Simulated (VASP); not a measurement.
Crystal: CoO.

```
CELL_PARAMETERS angstrom
2.99586 0.00000 0.00000
1.48281 2.60316 0.00000
1.48281 0.86186 2.45635
ATOMIC_POSITIONS crystal
Co 0.00000 0.00000 0.00000
O 0.50000 0.50000 0.50000
```

Base run:

* Program: VASP 6.6.1
* Functional: PBE
* Potentials or basis: VASP PAW PBE potentials, release 64 (Co, O)
* Cutoff: 520 eV
* k mesh: 13 × 13 × 13
* Occupations: fermi-dirac, width 0.1 eV
* Spin: collinear spin, ferromagnetic start
* Starting moments: [3.2, 0.0] μB
* Hubbard terms: Co d U = 5.0 eV

Its results: band gap on the k mesh zero (filled and empty bands overlap); pressure 1.7 GPa; net moment 3.00 μB per cell; site moments Co +2.78; O +0.22 μB.

Problem. The run is repeated on the same cell with these changes: hubbard terms from Co d U = 5.0 eV to Co d U = 7.0 eV. What comes out?

Solution. Band gap on the k mesh zero (filled and empty bands overlap); pressure 0.7 GPa; net moment 3.00 μB per cell; site moments Co +2.83; O +0.19 μB.

Caveats: a cell with one magnetic atom can't hold antiferromagnetic order, which such compounds often take.
